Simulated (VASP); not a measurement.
ZrO5:

```
Zr O
1.0
     4.17107    0.00000    0.00000
    -2.08554    3.61225    0.00000
     0.00000    0.00000    4.12905
Zr O
1 5
Direct
  0.00000 0.00000 0.00000
  0.33333 0.66667 0.16698
  0.33333 0.66667 0.83302
  0.66667 0.33333 0.83302
  0.66667 0.33333 0.16698
  0.00000 0.00000 0.50000
```

The cell was built from a structure type or drawn by symmetry, and may not be a known phase.

```yaml
Program: VASP 6.6.1
Task: relaxation of cell and atoms
Functional: PBE
Potentials_or_basis: VASP PAW PBE potentials, release 64 (Zr_sv, O)
Cutoff: 600 eV
k_mesh: 6 × 6 × 4
Occupations: gaussian, width 0.1 eV
Spin: no spin polarisation
```

At the start: pressure 0.4 GPa; volume 10.37 Å³/atom.

Task: Where does the relaxation end?

Result: Over 6 steps the energy falls by 3.3 meV/atom and the volume is 10.34 Å³/atom (-0.3 %); space group P6/mmm (No. 191, to 0.1 Å) before and after.

The path:
| step | energy change (eV) | largest force (eV/Å) | pressure (GPa) | volume (Å³) |
| --- | --- | --- | --- | --- |
| 1 | 0.0000 | 0.5411 | 0.36 | 62.21 |
| 2 | 0.0238 | 1.0279 | -3.72 | 62.42 |
| 3 | -0.0099 | 0.0420 | -1.13 | 62.28 |
| 4 | -0.0194 | 0.0056 | 0.62 | 61.78 |
| 5 | -0.0194 | 0.0076 | 0.51 | 61.81 |
| 6 | -0.0200 | 0.0146 | 0.09 | 62.03 |

Final structure:
```xyz
6
Lattice="4.1913 0.0000 0.0000 -2.0956 3.6297 0.0000 0.0000 0.0000 4.0774" Properties=species:S:1:pos:R:3 pbc="T T T"
Zr   -2.0956    3.6297    0.0000
O     0.0000    2.4198    0.6962
O     0.0000    2.4198    3.3813
O     2.0956    1.2099    3.3813
O     2.0956    1.2099    0.6962
O    -2.0956    3.6297    2.0387
```

Caveat: the k points lie up to 0.39 Å⁻¹ apart in the final cell, too coarse for converged energies and pressures of a metal.
